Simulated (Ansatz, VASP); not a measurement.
One calculation of Re, two programs

The input INCAR:

```
SYSTEM = Re
PREC = Accurate ; ENCUT = 520
EDIFF = 1E-8 ; ISMEAR = -1
SIGMA = 0.05 ; LREAL = .FALSE.
LASPH = .TRUE. ; NELM = 60
ALGO = Normal ; ISIF = 2
LWAVE = .FALSE. ; LCHARG = .FALSE.
GGA = PE ; LEFG = .TRUE.
NBANDS = 14
```

File KPOINTS:

```
regular mesh
0
G
  14 14 8
  0 0 0
```

Contents of POSCAR:

```
Re
1.0
    2.6029010724      0.0000000000      0.0000000000
   -1.3014505362      2.2541784522      0.0000000000
    0.0000000000      0.0000000000      4.0371400000
Re
2
Direct
    0.3333333333      0.6666666667      0.2500000000
    0.6666666667      0.3333333333      0.7500000000
```

Input for Ansatz:

```yaml
crystal:
  lattice:
    - [2.6029010724, 0.0, 0.0]
    - [-1.3014505362, 2.2541784522, 0.0]
    - [0.0, 0.0, 4.03714]
  atoms:
    - { symbol: Re, position: [0.3333333333, 0.6666666667, 0.25] }
    - { symbol: Re, position: [0.6666666667, 0.3333333333, 0.75] }
kpoints:
  mp_grid: { grid: [14, 14, 8] }
scf:
  occupations: { method: fermi_dirac, width: 0.05 }
hamiltonian:
  xc: pbe
  pseudopotentials: { kind: all_electron, datasets: crystal }
output:
  forces: true
  stress: true
  eigenvalues: true
  efg: { contact_densities: true }
```

Change from the starting cell: zz strain of -3 %, crystal datasets.

Alike in both runs: task electric field gradients; functional PBE; k mesh 14 × 14 × 8; occupations fermi-dirac, width 0.05 eV; no spin polarisation.

```csv
,VASP,Ansatz
version,VASP 6.6.1,Ansatz 0.2.0
potentials or method,"VASP PAW PBE potentials, release 64 (Re), cutoff 520 eV","all-electron PAW with datasets made for the crystal, scalar-relativistic"
```

```tsv
	VASP	Ansatz	Ansatz less VASP
pressure (GPa)	144.0	140.3	-3.76
traceless stress, the component that is largest in VASP (GPa)	23.26	23.37	+0.117
size of Vzz on the site where it differs most (V/Å²)	176.1	128.2	-47.88
```

Both programs put the cell under a high pressure, so it lies far from rest at this level. Ansatz ran all-electron here, and VASP with PAW potentials.

Neither program's run includes spin-orbit coupling. Noted on VASP's run: the cell as given lies far from equilibrium.
